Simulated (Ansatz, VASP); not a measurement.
## ZnO in VASP and in Ansatz

```
Zn O
1.0
     3.23047    0.00000    0.00000
    -1.61524    2.79767    0.00000
     0.00000    0.00000    5.42264
Zn O
2 2
Direct
  0.66667 0.33333 0.50497
  0.33333 0.66667 0.00497
  0.66667 0.33333 0.87534
  0.33333 0.66667 0.37534
```

Change from the starting cell: strain along c alone, the other axes held, atoms relaxed: +4.0 %.

Alike in both runs: functional PBEsol; k mesh 12 × 12 × 6; occupations gaussian, width 0.02 eV; no spin polarisation.

Ansatz relaxed the structure, and its values are those at the end. VASP's run is a single point on that final structure, the one shown.

|  | VASP | Ansatz |
| --- | --- | --- |
| version | VASP 6.6.1 | Ansatz 0.2.0 |
| potentials or method | VASP PAW PBE potentials, release 64 (Zn, O), cutoff 520 eV | scalar-relativistic, plane waves, PAW |
| valence electrons in the cell | 36 | 36 |

|  | VASP | Ansatz | Ansatz less VASP |
| --- | --- | --- | --- |
| gap on the k mesh at the Fermi level (eV) | 0.57 | 0.59 | +0.016 |
| least direct gap on the mesh (eV) | 0.57 | 0.59 | +0.016 |
| pressure (GPa) | -4.5 | -5.4 | -0.83 |
| rms of the force components (eV/Å) | 0.005 | 0.000 | -0.0051 |

VASP's potentials were made for PBE, not for PBEsol. Ansatz's warnings: stress scf threshold loose.
